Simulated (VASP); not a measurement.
A run of VASP 6.6.1 is set up as follows.

File POSCAR:

```
SiC
1.0
    0.0000000000      2.1897201901      2.1897201901
    2.1897201901      0.0000000000      2.1897201901
    2.1897201901      2.1897201901      0.0000000000
Si C
1 1
Direct
    0.0000000000      0.0000000000      0.0000000000
    0.7500000000      0.7500000000      0.7500000000
```

INCAR.step1

```
SYSTEM = SiC
PREC = Accurate ; ENCUT = 520
EDIFF = 1E-5 ; ISMEAR = 0
SIGMA = 0.02 ; LREAL = .False.
LASPH = .True. ; NELM = 100
ALGO = Normal ; ISIF = 2
LWAVE = .True. ; NBANDS = 11
GGA = PE
```

Contents of INCAR.step2:

```
SYSTEM = SiC
PREC = Accurate ; ENCUT = 520
EDIFF = 1E-6 ; ISMEAR = 0
SIGMA = 0.02 ; LREAL = .False.
LASPH = .True. ; NELM = 100
ALGO = Normal ; ISIF = 2
LWAVE = .False. ; LCHARG = .True.
GGA = PE ; LHFCALC = .True.
HFSCREEN = 0.2079 ; PRECFOCK = Normal
LELF = .True. ; LVHAR = .True.
NBANDS = 11 ; ISTART = 1
```

Contents of KPOINTS:

```
Automatic mesh
0
Gamma
  8 8 8
  0 0 0
```

Potentials or basis: VASP PAW PBE potentials, release 64 (Si, C).

Command:

```bash
$ cat potpaw_PBE.64/Si/POTCAR potpaw_PBE.64/C/POTCAR > POTCAR
$ cp INCAR.step1 INCAR
$ mpirun -np 1 vasp_std > vasp.out
$ cp INCAR.step2 INCAR
$ mpirun -np 1 vasp_std > vasp.out
```

(1) Predict the pressure.

(2) What does it give for the band gap on the k mesh?

## Answers

(1) -5.0 GPa.

(2) 2.24 eV, indirect (least direct gap 5.71 eV).

Caveat: the PAW data sets were made with another functional, which shifts forces and pressure a little.
